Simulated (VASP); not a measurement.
Crystal: C.

```xyz
2
Lattice="0.0000 1.7375 1.7799 1.7375 0.0000 1.7799 1.7375 1.7375 0.0000" Properties=species:S:1:pos:R:3 pbc="T T T"
C     1.7375    1.7375    1.7799
C     2.6062    2.6062    2.6698
```

This cell differs from its parent crystal: volume 5.373 Å^3 an atom, c/a of the conventional cell 1.0244.

Base run:

| Property | Result |
| --- | --- |
| Program | VASP 6.6.1 |
| Functional | LDA |
| Potentials or basis | VASP PAW LDA potentials, release 64 (C_h) |
| Cutoff | 910 eV |
| k mesh | 12 × 12 × 12 |
| Occupations | gaussian, width 0.05 eV |
| Spin | no spin polarisation |

Its results: band gap on the k mesh 3.95 eV, indirect (least direct gap 5.47 eV); pressure 12.7 GPa.

Question: The run is repeated on the same cell with these changes: potentials or basis from VASP PAW LDA potentials, release 64 (C_h) to VASP PAW LDA potentials, release 64 (C); cutoff from 910 eV to 520 eV. What comes out?

Answer: Band gap on the k mesh 3.94 eV, indirect (least direct gap 5.47 eV); pressure 13.8 GPa.

Caveats: the cutoff is under 1.25 times the usual one of these potentials, so pressure, stress and relaxed cells hold a basis-set (Pulay) error (some runs).

A k mesh can miss the band edges.
